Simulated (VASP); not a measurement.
# AlAs (F-43m) in VASP: further runs

The runs below take AlAs through single point, with LDA.

All numbers are computed with VASP 6.6.1; they aren't measurements. Logs are shortened: lines on timing, memory, paths and dates and some standing lists are left out, and cuts for length are marked.

### 1 The cell of the first run

The structure is cubic, space group F-43m (No. 216). Conventional cell: a = 5.362 Å, b = 5.362 Å, c = 5.362 Å, α = 90.00°, β = 90.00°, γ = 90.00°. Within 3.1 Å of Al (site symmetry -43m) lie 4 As at 2.32 Å. Within 3.1 Å of As (site symmetry -43m) lie 4 Al at 2.32 Å.

### 2 Single point, LDA

Contents of INCAR:

```
PREC = Accurate
ENCUT = 500
EDIFF = 1E-6
ISMEAR = 0
SIGMA = 0.01
LREAL = False
LASPH = True
NELM = 120
ALGO = Normal
ISIF = 2
LWAVE = False
LCHARG = False
NBANDS = 11
GGA_COMPAT = False
```

Contents of KPOINTS:

```
Automatic mesh
0
Gamma
  8 8 8
```

Contents of POSCAR:

```
AlAs
1.0
    0.0000000000      2.6809005193      2.6809005193
    2.6809005193      0.0000000000      2.6809005193
    2.6809005193      2.6809005193      0.0000000000
Al As
1 1
Direct
    0.0000000000      0.0000000000      0.0000000000
    0.7500000000      0.7500000000      0.7500000000
```

Potentials or basis: VASP PAW LDA potentials, release 64 (Al, As).

Started as:

```
$ cat potpaw_LDA.64/Al/POTCAR potpaw_LDA.64/As/POTCAR > POTCAR
$ mpirun -np 1 vasp_std > vasp.out
```

OUTCAR:

```text
PREC = Accurate
   ENCUT = 500
   EDIFF = 1E-6
   ISMEAR = 0
   LREAL = False
   LASPH = True
   NELM = 120
   ISIF = 2

 ion  position               nearest neighbor table
   1  0.000  0.000  0.000-   2 2.32   2 2.32   2 2.32   2 2.32
   2  0.750  0.750  0.750-   1 2.32   1 2.32   1 2.32   1 2.32

  LATTYP: Found a face centered cubic cell.
 ALAT       =     5.3618010386

  Lattice vectors:

 A1 = (   0.0000000000,   2.6809005193,   2.6809005193)
 A2 = (   2.6809005193,   0.0000000000,   2.6809005193)
 A3 = (   2.6809005193,   2.6809005193,   0.0000000000)

Analysis of symmetry for initial positions (statically):
=====================================================================
 Subroutine PRICEL returns:
 Original cell was already a primitive cell.

 Routine SETGRP: Setting up the symmetry group for a
 face centered cubic supercell.

 Subroutine GETGRP returns: Found 24 space group operations
 (whereof 24 operations were pure point group operations)
 out of a pool of 48 trial point group operations.

The static configuration has the point symmetry T_d .

Analysis of symmetry for dynamics (positions and initial velocities):
=====================================================================
 Subroutine PRICEL returns:
 Original cell was already a primitive cell.

 Routine SETGRP: Setting up the symmetry group for a
 face centered cubic supercell.

 Subroutine GETGRP returns: Found 24 space group operations
 (whereof 24 operations were pure point group operations)
 out of a pool of 48 trial point group operations.

The dynamic configuration has the point symmetry T_d .

 Subroutine INISYM returns: Found 24 space group operations
 (whereof 24 operations are pure point group operations),
 and found     1 'primitive' translations

----------------------------------------------------------------------------------------

                                     Primitive cell

  volume of cell :      38.5365

  direct lattice vectors                    reciprocal lattice vectors
     0.000000000  2.680900519  2.680900519    -0.186504496  0.186504496  0.186504496
     2.680900519  0.000000000  2.680900519     0.186504496 -0.186504496  0.186504496
     2.680900519  2.680900519  0.000000000     0.186504496  0.186504496 -0.186504496

  length of vectors
     3.791365874  3.791365874  3.791365874     0.323035263  0.323035263  0.323035263

  position of ions in fractional coordinates (direct lattice)
     0.000000000  0.000000000  0.000000000
     0.750000000  0.750000000  0.750000000

  ion indices of the primitive-cell ions
   primitive index   ion index
[... 83 lines left out ...]
   TEBEG  =    0.0;   TEEND  =   0.0 temperature during run
   PSTRESS=    0.0 pullay stress
   NELECT =       8.0000    total number of electrons
   NUPDOWN=      -1.0000    fix difference up-down
   EMIN   =  10.00;   EMAX   =-10.00  energy-range for DOS
   EFERMI =   0.00;   METHOD = LEGACY
   ISMEAR =     0;   SIGMA  =   0.01  broadening in eV -4-tet -1-fermi 0-gaus
   EFERMI_NEDOS =   21; number of points for ismear=-14 and -15
   IALGO  =     38    algorithm
   IMIX   =      4    mixing-type and parameters
     AMIX     =   0.40;   BMIX     =  1.00
     AMIX_MAG =   1.60;   BMIX_MAG =  1.00
  volume/ion in A,a.u.               =      19.27       130.03
  Fermi-wavevector in a.u.,A,eV,Ry     =   0.969350  1.831807 12.784581  0.939640
  Thomas-Fermi vector in A             =   2.099396
   LORBIT       =      0    0 simple, 1 ext, 2 COOP (PROOUT), +10 PAW based schemes
   GGA     = CA    functional components
   LHFCALC =     F    Hartree Fock is set to
   AEXX    =    0.0000 exact exchange contribution
   IVDW    =     0    specifies the selected vdW correction
   LEPSILON=     F    determine dielectric tensor
   LRPA    =     F    only Hartree local field effects (RPA)
 non-spin polarized calculation
 Gauss-broadening in eV      SIGMA  =   0.01
  energy-cutoff  :      500.00
  volume of cell :       38.54
 maximum number of plane-waves:       992
   NGX = 13   NGY = 13   NGZ = 13

 number of electron       7.9999999 magnetization

 Free energy of the ion-electron system (eV)
  ---------------------------------------------------
  ext. energy  EPLUGINS =         0.00000000
  ---------------------------------------------------
  free energy    TOTEN  =       -10.24546934 eV

  energy without entropy =      -10.24546934  energy(sigma->0) =      -10.24546934

 E-fermi :   5.3998     XC(G=0):  -9.9108

 val. band max:        5.2979274075   @ k =   0.0000   0.0000   0.0000
 cond. band min:       6.3199907799   @ k =   0.5000   0.5000   0.0000
 fundamental gap:      1.0220633724
 Fermi energy:         5.3998231452

 k-point     1 :       0.0000    0.0000    0.0000
  band No.  band energies     occupation
      1      -7.5943      2.00000
      2       5.2979      2.00000
      3       5.2979      2.00000
      4       5.2979      2.00000
      5       8.5288      0.00000
      6       9.8265      0.00000
      7       9.8265      0.00000
      8       9.8265      0.00000
      9      14.6510      0.00000
     10      14.6510      0.00000
     11      14.8955      0.00000
[... 309 lines left out ...]
 k-point    24 :      -0.3750    0.2500    0.1250
  band No.  band energies     occupation
      1      -5.4309      2.00000
      2      -0.6551      2.00000
      3       2.1642      2.00000
      4       3.4520      2.00000
      5       9.1283      0.00000
      6       9.7387      0.00000
      7      12.5602      0.00000
      8      13.5416      0.00000
      9      14.2886      0.00000
     10      16.8946      0.00000
     11      18.5768      0.00000

 [... further k-points ...]

------------------------ aborting loop because EDIFF is reached ----------------------------------------

  FORCE on cell =-STRESS in cart. coord.  units (eV):
  Direction    XX          YY          ZZ          XY          YZ          ZX
  --------------------------------------------------------------------------------------
  -------------------------------------------------------------------------------------
  Total        3.7635392      3.7635392      3.7635392      0.0000000      0.0000000      0.0000000
  in kB      156.4713858    156.4713858    156.4713858      0.0000000      0.0000000      0.0000000
  external PRESSURE =     156.4713858 kB  Pullay stress =       0.0000000 kB

 VOLUME and BASIS-vectors are now :
 -----------------------------------------------------------------------------
  energy-cutoff  :      500.00
  volume of cell :       38.54
      direct lattice vectors                 reciprocal lattice vectors
     0.000000000  2.680900519  2.680900519    -0.186504496  0.186504496  0.186504496
     2.680900519  0.000000000  2.680900519     0.186504496 -0.186504496  0.186504496
     2.680900519  2.680900519  0.000000000     0.186504496  0.186504496 -0.186504496

 POSITION                                       TOTAL-FORCE (eV/Angst)
 -----------------------------------------------------------------------------------
      0.00000      0.00000      0.00000         0.000000      0.000000      0.000000
      4.02135      4.02135      4.02135        -0.000000     -0.000000     -0.000000
 -----------------------------------------------------------------------------------
    total drift:                               -0.000000     -0.000000     -0.000000

  FREE ENERGIE OF THE ION-ELECTRON SYSTEM (eV)
  ---------------------------------------------------
  free  energy   TOTEN  =       -10.2454693433 eV

  energy  without entropy=      -10.2454693433  energy(sigma->0) =      -10.24546934
```

Run time: 6.2 s. Hardware: 1 thread of Intel Xeon 6975P-C, shared host; peak memory 0.14 GiB.

What came out:

```
Free energy            : -10.2455 eV
Pressure               : 15.6 GPa
Band gap on the k mesh : 1.02 eV, indirect (least direct gap 3.23 eV)
```

A k mesh can miss the band edges. As with any semilocal functional, this LDA gap is likely too small.

### 3 Single point, LDA

This run uses another cell than the first one, of 20.62 Å³/atom, 1.070 times its volume.

Contents of INCAR:

```
  ALGO = Normal
  EDIFF = 1E-6
  ENCUT = 500
  GGA_COMPAT = F
  ISIF = 2
  ISMEAR = 0
  LASPH = T
  LCHARG = T
  LELF = T
  LREAL = F
  LVHAR = T
  LWAVE = F
  NBANDS = 11
  NELM = 120
  PREC = Accurate
  SIGMA = 0.01
```

Contents of KPOINTS:

```
k-points
0
Gamma
  8 8 8
```

Contents of POSCAR:

```
AlAs
1.0
    0.0000000000      2.7421903067      2.7421903067
    2.7421903067      0.0000000000      2.7421903067
    2.7421903067      2.7421903067      0.0000000000
Al As
1 1
Direct
    0.0000000000      0.0000000000      0.0000000000
    0.7500000000      0.7500000000      0.7500000000
```

Potentials or basis: VASP PAW LDA potentials, release 64 (Al, As).

Started as:

```
$ cat potpaw_LDA.64/Al/POTCAR potpaw_LDA.64/As/POTCAR > POTCAR
$ mpirun -np 1 vasp_std > vasp.out
```

It took 7.7 s on 1 thread of Intel Xeon 6975P-C, shared host; peak memory 0.14 GiB.

It converged, with:

```
Free energy            : -10.4369 eV
Pressure               : 7.5 GPa
Band gap on the k mesh : 1.17 eV, indirect (least direct gap 2.66 eV)
```

Levels at points of the mesh, in eV from the valence-band top:
```
           k point  band 2  band 3  band 4  band 5  band 6  band 7
(0.00, 0.00, 0.00)    0.00    0.00    0.00    2.66    4.41    4.41
(0.50, 0.00, 0.00)   -6.04   -0.89   -0.89    2.39    4.70    4.70
(0.50, 0.50, 0.00)   -5.80   -2.40   -2.40    1.17    2.20   10.94
```

### 4 Single point, LDA

This run uses another cell than the first one, of 20.06 Å³/atom, 1.041 times its volume.

Contents of INCAR:

```
  PREC = Accurate
  ENCUT = 500
  EDIFF = 1E-6
  ISMEAR = 0
  SIGMA = 0.01
  LREAL = False
  LASPH = True
  NELM = 120
  ALGO = Normal
  ISIF = 2
  LWAVE = False
  LCHARG = False
  NBANDS = 11
  GGA_COMPAT = False
```

Contents of KPOINTS:

```
Automatic mesh
0
Gamma
  8 8 8
```

Contents of POSCAR:

```
AlAs
1.0
    0.0000000000      2.7171237605      2.7171237605
    2.7171237605      0.0000000000      2.7171237605
    2.7171237605      2.7171237605      0.0000000000
Al As
1 1
Direct
    0.0000000000      0.0000000000      0.0000000000
    0.7500000000      0.7500000000      0.7500000000
```

Started as:

```
$ cat potpaw_LDA.64/Al/POTCAR potpaw_LDA.64/As/POTCAR > POTCAR
$ mpirun -np 1 vasp_std > vasp.out
```

It took 8.2 s on 1 thread of Intel Xeon 6975P-C, shared host; peak memory 0.14 GiB.

It converged, with:

```yaml
Free_energy: -10.3741 eV
Pressure: 10.5 GPa
Band_gap_on_the_k_mesh: 1.11 eV, indirect (least direct gap 2.89 eV)
```

Levels at points of the mesh, in eV from the valence-band top:
| k point | band 1 | band 2 | band 3 | band 4 | band 5 | band 6 | band 7 | band 8 | band 9 |
| --- | --- | --- | --- | --- | --- | --- | --- | --- | --- |
| (0.00, 0.00, 0.00) | -12.63 | 0.00 | 0.00 | 0.00 | 2.89 | 4.46 | 4.46 | 4.46 | 9.27 |
| (0.50, 0.00, 0.00) | -10.91 | -6.18 | -0.91 | -0.91 | 2.50 | 4.71 | 4.71 | 7.80 | 12.04 |
| (0.50, 0.50, 0.00) | -10.24 | -5.90 | -2.46 | -2.46 | 1.11 | 2.19 | 11.15 | 11.15 | 13.00 |

### 5 Single point, LDA

This run uses another cell than the first one, of 21.74 Å³/atom, 1.128 times its volume.

Contents of INCAR:

```
ALGO = Normal ; EDIFF = 1E-6
ENCUT = 500 ; GGA = CA
GGA_COMPAT = F ; ISIF = 2
ISMEAR = 0 ; LASPH = T
LCHARG = T ; LELF = T
LREAL = F ; LVHAR = T
LWAVE = F ; NBANDS = 11
NELM = 120 ; PREC = Accurate
SIGMA = 0.01
```

Contents of KPOINTS:

```
k-points
0
Gamma
  8 8 8
```

Contents of POSCAR:

```
AlAs
1.0
    0.0000000000      2.7910910995      2.7910910995
    2.7910910995      0.0000000000      2.7910910995
    2.7910910995      2.7910910995      0.0000000000
Al As
1 1
Direct
    0.0000000000      0.0000000000      0.0000000000
    0.7500000000      0.7500000000      0.7500000000
```

Started as:

```
$ cat potpaw_LDA.64/Al/POTCAR potpaw_LDA.64/As/POTCAR > POTCAR
$ mpirun -np 1 vasp_std > vasp.out
```

It took 8.9 s on 1 thread of Intel Xeon 6975P-C, shared host; peak memory 0.15 GiB.

It converged, with:

- Free energy: -10.5046 eV
- Pressure: 2.4 GPa
- Band gap on the k mesh: 1.27 eV, indirect (least direct gap 2.22 eV)

Levels at points of the mesh, in eV from the valence-band top:
```tsv
k point	band 1	band 2	band 3	band 4	band 5	band 6	band 7	band 8
(0.00, 0.00, 0.00)	-12.13	0.00	0.00	0.00	2.22	4.32	4.32	4.32
(0.50, 0.00, 0.00)	-10.62	-5.79	-0.85	-0.85	2.18	4.67	4.67	7.66
(0.50, 0.50, 0.00)	-10.03	-5.60	-2.27	-2.27	1.27	2.20	10.53	10.53
```

### 6 Single point, LDA

This run uses another cell than the first one, of 21.25 Å³/atom, 1.103 times its volume.

Contents of INCAR:

```
PREC = Accurate
ENCUT = 500
EDIFF = 1E-6
ISMEAR = 0
SIGMA = 0.01
LREAL = F
LASPH = T
NELM = 120
ALGO = Normal
ISIF = 2
LWAVE = F
LCHARG = F
GGA = CA
NBANDS = 11
GGA_COMPAT = F
```

Contents of KPOINTS:

```
regular mesh
0
Gamma
  8 8 8
```

Contents of POSCAR:

```
AlAs
1.0
    0.0000000000      2.7699920729      2.7699920729
    2.7699920729      0.0000000000      2.7699920729
    2.7699920729      2.7699920729      0.0000000000
Al As
1 1
Direct
    0.0000000000      0.0000000000      0.0000000000
    0.7500000000      0.7500000000      0.7500000000
```

Potentials or basis: VASP PAW LDA potentials, release 64 (Al, As).

Started as:

```
$ cat potpaw_LDA.64/Al/POTCAR potpaw_LDA.64/As/POTCAR > POTCAR
$ mpirun -np 1 vasp_std > vasp.out
```

It took 9.7 s on 1 thread of Intel Xeon 6975P-C, shared host; peak memory 0.15 GiB.

It converged, with:

| Quantity | Value |
| --- | --- |
| Free energy | -10.4838 eV |
| Pressure | 4.4 GPa |
| Band gap on the k mesh | 1.22 eV, indirect (least direct gap 2.40 eV) |

Levels at points of the mesh, in eV from the valence-band top:
| k point | band 1 | band 2 | band 3 | band 4 | band 5 | band 6 | band 7 | band 8 | band 9 |
| --- | --- | --- | --- | --- | --- | --- | --- | --- | --- |
| (0.00, 0.00, 0.00) | -12.27 | 0.00 | 0.00 | 0.00 | 2.40 | 4.36 | 4.36 | 4.36 | 9.00 |
| (0.50, 0.00, 0.00) | -10.70 | -5.89 | -0.87 | -0.87 | 2.27 | 4.68 | 4.68 | 7.71 | 11.54 |
| (0.50, 0.50, 0.00) | -10.09 | -5.68 | -2.33 | -2.33 | 1.22 | 2.20 | 10.70 | 10.70 | 12.30 |

### 7 The runs side by side

```csv
cell,gap on the mesh (eV),pressure (GPa)
"a = 3.791 Å, angles 60.0°, 2 atoms",1.02,15.6
"a = 3.878 Å, angles 60.0°, 2 atoms",1.17,7.5
"a = 3.843 Å, angles 60.0°, 2 atoms",1.11,10.5
"a = 3.947 Å, angles 60.0°, 2 atoms",1.27,2.4
"a = 3.917 Å, angles 60.0°, 2 atoms",1.22,4.4
```

Alike in all rows: task single point; level LDA; potentials or basis VASP PAW LDA potentials, release 64 (Al, As); no spin polarisation; k mesh 8 × 8 × 8; cutoff (eV) 500; smearing gaussian 0.01 eV.

Absolute energies hang on the potentials; compare differences alone.
